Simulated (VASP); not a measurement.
Set up this calculation in VASP 6.6.1, as the native input.

```yaml
Task: single point
Functional: PBE-based screened hybrid with 50 % exact exchange
Potentials_or_basis: VASP PAW PBE potentials, release 64 (Se, Ga_d)
Cutoff: 520 eV
k_mesh: 4 × 4 × 4
Occupations: fermi-dirac, width 0.05 eV
Spin: no spin polarisation
Dipole_correction: no
Grid_for_exact_exchange_PRECFOCK: Normal
Share_of_exact_exchange: 0.5
Further_INCAR_settings: ALGO = Normal; EDIFF = 1e-07; NBANDS = 30
Screening_parameter: 0.20787 1/Å
```

The system is Ga3Se.

```
Se Ga
1.0
     4.43246    0.00000    0.00000
     0.00000    4.43246    0.00000
     0.00000    0.00000    4.43246
Se Ga
1 3
Cartesian
  0.0000 0.0000 0.0000
  2.2162 2.2162 0.0000
  2.2162 0.0000 2.2162
  0.0000 2.2162 2.2162
```

The input as run:

POSCAR

```
Ga3Se
1.0
    4.4324650000      0.0000000000      0.0000000000
    0.0000000000      4.4324650000      0.0000000000
    0.0000000000      0.0000000000      4.4324650000
Se Ga
1 3
Direct
    0.0000000000      0.0000000000      0.0000000000
    0.5000000000      0.5000000000      0.0000000000
    0.5000000000      0.0000000000      0.5000000000
    0.0000000000      0.5000000000      0.5000000000
```

INCAR.step1

```
PREC = Accurate ; ENCUT = 520
EDIFF = 1E-5 ; ISMEAR = -1
SIGMA = 0.05 ; LREAL = False
LASPH = True ; NELM = 100
ALGO = Normal ; ISIF = 2
LWAVE = True ; LCHARG = False
NBANDS = 30 ; GGA = PE
KPAR = 4
```

INCAR.step2

```
PREC = Accurate ; ENCUT = 520
EDIFF = 1E-7 ; ISMEAR = -1
SIGMA = 0.05 ; LREAL = False
LASPH = True ; NELM = 100
ALGO = Normal ; ISIF = 2
LWAVE = False ; LCHARG = False
GGA = PE ; LHFCALC = True
AEXX = 0.5 ; HFSCREEN = 0.2078699
PRECFOCK = Normal ; NBANDS = 30
ISTART = 1 ; KPAR = 4
```

KPOINTS

```
Automatic mesh
0
Gamma
  4 4 4
```

Potentials or basis: VASP PAW PBE potentials, release 64 (Se, Ga_d).

Command:

```bash
$ cat potpaw_PBE.64/Se/POTCAR potpaw_PBE.64/Ga_d/POTCAR > POTCAR
$ cp INCAR.step1 INCAR
$ mpirun -np 4 vasp_std > vasp.out
$ cp INCAR.step2 INCAR
$ mpirun -np 4 vasp_std > vasp.out
```

Results of the run:

| Quantity | Value |
| --- | --- |
| Pressure | -1.4 GPa |
| Band gap on the k mesh | zero (an odd number of electrons rules out a gap without spin polarisation) |

Caveat: the PAW data sets were made with another functional, which shifts forces and pressure a little.

Run time: 41 min on 4 MPI ranks on Intel(R) Xeon(R) Platinum 8259CL CPU @ 2.50GHz (Skylake/Cascade Lake) (shared host), peak memory 0.34 GiB a rank.
